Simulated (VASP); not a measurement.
# Sn (C2/c) in VASP: a series of runs, part 2 of 2

VASP 6.6.1. Earlier steps stand in the parts before.

## Step 4: Single point, r2SCAN

This run uses another cell than the first one, of 27.62 Å³/atom.

Contents of POSCAR:

```
Sn
1.0
   -2.9482820713      2.9504023647      1.5888172584
    2.9504023647     -2.9482820713      1.5888172584
    2.9460530987      2.9460530987     -1.5849306448
Sn
2
Direct
    0.0000251473      0.9999748527      0.0000000000
    0.7499748527      0.2500251473      0.5000000000
```

Contents of INCAR.step1:

```
SYSTEM = Sn
PREC = Accurate
ENCUT = 520
ISMEAR = 0
SIGMA = 0.2
LREAL = .False.
LASPH = .True.
NELM = 60
NBANDS = 21
GGA = PE
ALGO = Normal
EDIFF = 1E-4
LWAVE = .True.
LCHARG = .False.
```

Contents of INCAR.step2:

```
SYSTEM = Sn
PREC = Accurate
ENCUT = 520
EDIFF = 1E-6
ISMEAR = 0
SIGMA = 0.2
LREAL = .False.
LASPH = .True.
NELM = 60
ALGO = Normal
ISIF = 2
LWAVE = .False.
LCHARG = .True.
METAGGA = R2SCAN
LMIXTAU = .True.
LELF = .True.
LVHAR = .True.
NBANDS = 21
ISTART = 1
```

Contents of KPOINTS:

```
Automatic mesh
0
Gamma
  11 11 8
  0 0 0
```

On the command line:

```bash
$ cat potpaw_PBE.64/Sn_d/POTCAR > POTCAR
$ cp INCAR.step1 INCAR
$ mpirun -np 1 vasp_std > vasp.out
$ cp INCAR.step2 INCAR
$ mpirun -np 1 vasp_std > vasp.out
```

It took 19 min on 1 thread of Intel Xeon Platinum 8375C at 2.90GHz (Ice Lake), shared host; peak memory 0.39 GiB.

It converged, with:

```
Free energy            : -49.2596 eV
Pressure               : 0.0 GPa
Band gap on the k mesh : zero (bands 14 and 15 overlap by 3.86 eV)
```

Levels at points of the mesh, in eV from the Fermi level:
```csv
k point,band 11,band 12,band 13,band 14,band 15,band 16,band 17,band 18
"(0.00, 0.00, 0.00)",-11.50,-3.79,-2.12,-2.11,3.38,6.40,6.41,7.31
"(0.00, 0.00, 0.50)",-9.19,-9.19,0.53,0.53,1.71,1.71,6.55,6.55
```

Caveat: the PAW data sets were made with another functional, which shifts forces and pressure a little; spin-orbit coupling is left out, which moves the levels of the heavy elements.

## Step 5: Single point, r2SCAN

This run uses another cell than the first one, of 27.62 Å³/atom.

POSCAR is that of step 4.

Contents of INCAR.step1:

```
PREC = Accurate
ENCUT = 520
ISMEAR = 0
SIGMA = 0.3
LREAL = F
LASPH = T
NELM = 80
NBANDS = 21
GGA = PE
ALGO = Normal
EDIFF = 1E-4
LWAVE = T
LCHARG = F
```

Contents of INCAR.step2:

```
PREC = Accurate
ENCUT = 520
EDIFF = 1E-7
ISMEAR = 0
SIGMA = 0.3
LREAL = F
LASPH = T
NELM = 80
ALGO = Normal
ISIF = 2
LWAVE = F
LCHARG = T
METAGGA = R2SCAN
LMIXTAU = T
LELF = T
LVHAR = T
NBANDS = 21
ISTART = 1
```

Contents of KPOINTS:

```
Automatic mesh
0
Gamma
  11 11 8
```

Potentials or basis: VASP PAW PBE potentials, release 64 (Sn_d).

On the command line:

```bash
$ cat potpaw_PBE.64/Sn_d/POTCAR > POTCAR
$ cp INCAR.step1 INCAR
$ mpirun -np 1 vasp_std > vasp.out
$ cp INCAR.step2 INCAR
$ mpirun -np 1 vasp_std > vasp.out
```

OUTCAR:

```text
PREC = Accurate
   ENCUT = 520
   EDIFF = 1E-7
   ISMEAR = 0
   LREAL = F
   LASPH = T
   NELM = 80
   ISIF = 2
   METAGGA = R2SCAN
   ISTART = 1

 ion  position               nearest neighbor table
   1  0.000  1.000  0.000-   2 3.05   2 3.05   2 3.05   2 3.05
   2  0.750  0.250  0.500-   1 3.05   1 3.05   1 3.05   1 3.05

  LATTYP: Found a base centered monoclinic cell.
 ALAT       =     3.1776359316
 B/A-ratio  =     2.6252219289
 C/A-ratio  =     1.4028132337
 COS(beta)  =    -0.3546724370

  Lattice vectors:

 A1 = (  -2.9482820713,   2.9504023647,   1.5888172584)
 A2 = (   2.9504023647,  -2.9482820713,   1.5888172584)
 A3 = (   2.9460530987,   2.9460530987,  -1.5849306448)

Analysis of symmetry for initial positions (statically):
=====================================================================
 Subroutine PRICEL returns:
 Original cell was already a primitive cell.

 Routine SETGRP: Setting up the symmetry group for a
 base centered monoclinic supercell.

 Subroutine GETGRP returns: Found  4 space group operations
 (whereof  2 operations were pure point group operations)
 out of a pool of  4 trial point group operations.

The static configuration has the point symmetry C_2 .
 The point group associated with its full space group is C_2h.

Analysis of symmetry for dynamics (positions and initial velocities):
=====================================================================
 Subroutine PRICEL returns:
 Original cell was already a primitive cell.

 Routine SETGRP: Setting up the symmetry group for a
 base centered monoclinic supercell.

 Subroutine GETGRP returns: Found  4 space group operations
 (whereof  2 operations were pure point group operations)
 out of a pool of  4 trial point group operations.

The dynamic configuration has the point symmetry C_2 .
 The point group associated with its full space group is C_2h.
[... 113 lines left out ...]
   EFERMI =   0.00;   METHOD = LEGACY
   ISMEAR =     0;   SIGMA  =   0.30  broadening in eV -4-tet -1-fermi 0-gaus
   EFERMI_NEDOS =   21; number of points for ismear=-14 and -15
   IALGO  =     38    algorithm
   IMIX   =      4    mixing-type and parameters
     AMIX     =   0.40;   BMIX     =  1.00
     AMIX_MAG =   1.60;   BMIX_MAG =  1.00
  volume/ion in A,a.u.               =      27.62       186.39
  Fermi-wavevector in a.u.,A,eV,Ry     =   1.305296  2.466652 23.181573  1.703798
  Thomas-Fermi vector in A             =   2.436174
   LORBIT       =      0    0 simple, 1 ext, 2 COOP (PROOUT), +10 PAW based schemes
   METAGGA = R2SCAN    functional components
   LHFCALC =     F    Hartree Fock is set to
   AEXX    =    0.0000 exact exchange contribution
   IVDW    =     0    specifies the selected vdW correction
   LEPSILON=     F    determine dielectric tensor
   LRPA    =     F    only Hartree local field effects (RPA)
 non-spin polarized calculation
 Gauss-broadening in eV      SIGMA  =   0.30
  energy-cutoff  :      520.00
  volume of cell :       55.24
 maximum number of plane-waves:      1505
 NGX is ok and might be reduce to    36
   NGX = 17   NGY = 17   NGZ = 17

 number of electron      27.9999990 magnetization

 Free energy of the ion-electron system (eV)
  ---------------------------------------------------
  ext. energy  EPLUGINS =         0.00000000
  ---------------------------------------------------
  free energy    TOTEN  =       -49.26980778 eV

  energy without entropy =      -49.23253875  energy(sigma->0) =      -49.25117326

 E-fermi :   7.6680     XC(G=0): -11.0351

 val. band max:        7.6557916780   @ k =   0.1818   0.0909   0.3750
 cond. band min:       7.6742901061   @ k =   0.1818   0.0909   0.0000
 fundamental gap:      0.0184984281
 Fermi energy:         7.6680181941

 k-point     1 :       0.0000    0.0000    0.0000
  band No.  band energies     occupation
      1     -14.6299      2.00000
      2     -14.5556      2.00000
      3     -14.5016      2.00000
      4     -14.4966      2.00000
      5     -14.3307      2.00000
      6     -14.3305      2.00000
[... 565 lines left out ...]
     20      18.3544      0.00000
     21      18.6416      0.00000

 [... further k-points ...]

------------------------ aborting loop because EDIFF is reached ----------------------------------------

  FORCE on cell =-STRESS in cart. coord.  units (eV):
  Direction    XX          YY          ZZ          XY          YZ          ZX
  --------------------------------------------------------------------------------------
  -------------------------------------------------------------------------------------
  Total       -0.0098404     -0.0098404      0.0032257      0.0032495      0.0017879      0.0017878
  in kB       -0.2854085     -0.2854085      0.0935577      0.0942480      0.0518553      0.0518536
  external PRESSURE =      -0.1590864 kB  Pullay stress =       0.0000000 kB

 VOLUME and BASIS-vectors are now :
 -----------------------------------------------------------------------------
  energy-cutoff  :      520.00
  volume of cell :       55.24
      direct lattice vectors                 reciprocal lattice vectors
    -2.948282071  2.950402365  1.588817258    -0.000143327  0.169386000  0.314586574
     2.950402365 -2.948282071  1.588817258     0.169386000 -0.000143327  0.314586574
     2.946053099  2.946053099 -1.584930645     0.169657695  0.169657695 -0.000226410

 POSITION                                       TOTAL-FORCE (eV/Angst)
 -----------------------------------------------------------------------------------
      2.95025     -2.94813      1.58882         0.000761     -0.000761      0.000000
     -0.00044      2.94861      0.79635        -0.000761      0.000761     -0.000000
 -----------------------------------------------------------------------------------
    total drift:                               -0.000000      0.000000     -0.000000

  FREE ENERGIE OF THE ION-ELECTRON SYSTEM (eV)
  ---------------------------------------------------
  free  energy   TOTEN  =       -49.2698077770 eV

  energy  without entropy=      -49.2325387490  energy(sigma->0) =      -49.25117326
```

OSZICAR.step1:

```text
N       E                     dE             d eps       ncg     rms          rms(c)
DAV:   1     0.221500641057E+03    0.22150E+03   -0.14411E+04 11561   0.207E+03
DAV:   2     0.154669510908E+02   -0.20603E+03   -0.20182E+03 11415   0.453E+02
DAV:   3    -0.691227165641E+01   -0.22379E+02   -0.22188E+02 13148   0.135E+02
DAV:   4    -0.762085997208E+01   -0.70859E+00   -0.70811E+00 12842   0.265E+01
DAV:   5    -0.764948269577E+01   -0.28623E-01   -0.28622E-01 16175   0.501E+00    0.230E+00
DAV:   6    -0.763467731014E+01    0.14805E-01   -0.30642E-02 15388   0.244E+00    0.129E+00
DAV:   7    -0.763130343225E+01    0.33739E-02   -0.17935E-02 15360   0.188E+00    0.163E-01
DAV:   8    -0.763125745579E+01    0.45976E-04   -0.19592E-03 13930   0.584E-01    0.375E-02
DAV:   9    -0.763126246559E+01   -0.50098E-05   -0.45715E-05  7975   0.696E-02
   1 F= -.76312625E+01 E0= -.76111139E+01  d E =-.402971E-01
```

It took 24 min on 1 thread of Intel Xeon Platinum 8375C at 2.90GHz (Ice Lake), shared host; peak memory 0.39 GiB.

What came out:

* Free energy: -49.2698 eV
* Pressure: 0.0 GPa
* Band gap on the k mesh: zero (bands 14 and 15 overlap by 3.86 eV)

Caveat: so wide a smearing shifts energies and pressures; the PAW data sets were made with another functional, which shifts forces and pressure a little; spin-orbit coupling is left out, which moves the levels of the heavy elements.

## Step 6: Single point, r2SCAN

This run uses another cell than the first one, of 27.62 Å³/atom.

POSCAR is that of step 5.

Contents of INCAR.step1:

```
SYSTEM = Sn
ALGO = Normal
EDIFF = 1E-4
ENCUT = 520
GGA = PE
ISMEAR = 1
LASPH = .True.
LCHARG = .False.
LREAL = .False.
LWAVE = .True.
NBANDS = 21
NELM = 80
PREC = Accurate
SIGMA = 1.0
```

Contents of INCAR.step2:

```
SYSTEM = Sn
ALGO = Normal
EDIFF = 1E-6
ENCUT = 520
ISIF = 2
ISMEAR = 1
ISTART = 1
LASPH = .True.
LCHARG = .False.
LMIXTAU = .True.
LREAL = .False.
LWAVE = .False.
METAGGA = R2SCAN
NBANDS = 21
NELM = 80
PREC = Accurate
SIGMA = 1.0
```

Contents of KPOINTS:

```
k-points
0
Gamma
  11 11 8
  0 0 0
```

Potentials or basis: VASP PAW PBE potentials, release 64 (Sn_d).

On the command line:

```bash
$ cat potpaw_PBE.64/Sn_d/POTCAR > POTCAR
$ cp INCAR.step1 INCAR
$ mpirun -np 1 vasp_std > vasp.out
$ cp INCAR.step2 INCAR
$ mpirun -np 1 vasp_std > vasp.out
```

It took 33 min on 1 thread of Oxide Virtual Turin-like, shared host; peak memory 0.36 GiB.

It converged, with:

- Free energy: -49.2404 eV
- Pressure: -0.1 GPa
- Band gap on the k mesh: zero (bands 14 and 15 overlap by 3.86 eV)

Stress tensor (GPa, compression positive):
```
-0.17  0.02 -0.04
 0.02 -0.17 -0.04
-0.04 -0.04 -0.07
```

Levels at points of the mesh, in eV from the Fermi level:
```
           k point  band 12  band 13  band 14  band 15  band 16  band 17
(0.00, 0.00, 0.00)    -3.80    -2.14    -2.13     3.36     6.39     6.39
(0.00, 0.00, 0.50)    -9.21     0.52     0.52     1.69     1.69     6.53
```

Caveat: so wide a smearing shifts energies and pressures; the PAW data sets were made with another functional, which shifts forces and pressure a little; spin-orbit coupling is left out, which moves the levels of the heavy elements.

## Step 7: The runs side by side

```csv
cell,k mesh,smearing,gap on the mesh (eV),pressure (GPa)
"a = 4.341, b = 4.341, c = 4.335 Å, angles 97.3, 97.3, 138.3°, 2 atoms",18 × 18 × 12,fermi-dirac 0.1 eV,none,5.4
"a = 4.463, b = 4.463, c = 4.458 Å, angles 97.3, 97.3, 138.3°, 2 atoms",18 × 18 × 12,fermi-dirac 0.1 eV,none,-0.1
"a = 4.463, b = 4.463, c = 4.458 Å, angles 97.3, 97.3, 138.3°, 2 atoms",11 × 11 × 8,gaussian 0.2 eV,none,0.0
"a = 4.463, b = 4.463, c = 4.458 Å, angles 97.3, 97.3, 138.3°, 2 atoms",11 × 11 × 8,gaussian 0.3 eV,none,0.0
"a = 4.463, b = 4.463, c = 4.458 Å, angles 97.3, 97.3, 138.3°, 2 atoms",11 × 11 × 8,methfessel-paxton 1 eV,none,-0.1
```

Alike in all rows: task single point; level r2SCAN; potentials or basis VASP PAW PBE potentials, release 64 (Sn_d); no spin polarisation; cutoff (eV) 520.

Caveats: the PAW data sets were made with another functional, which shifts forces and pressure a little; spin-orbit coupling is left out, which moves the levels of the heavy elements; so wide a smearing shifts energies and pressures (at least some runs); the cell stands under pressure (at least some runs).

Total energies depend on the potentials used, so only differences within one code and one set of settings carry meaning.
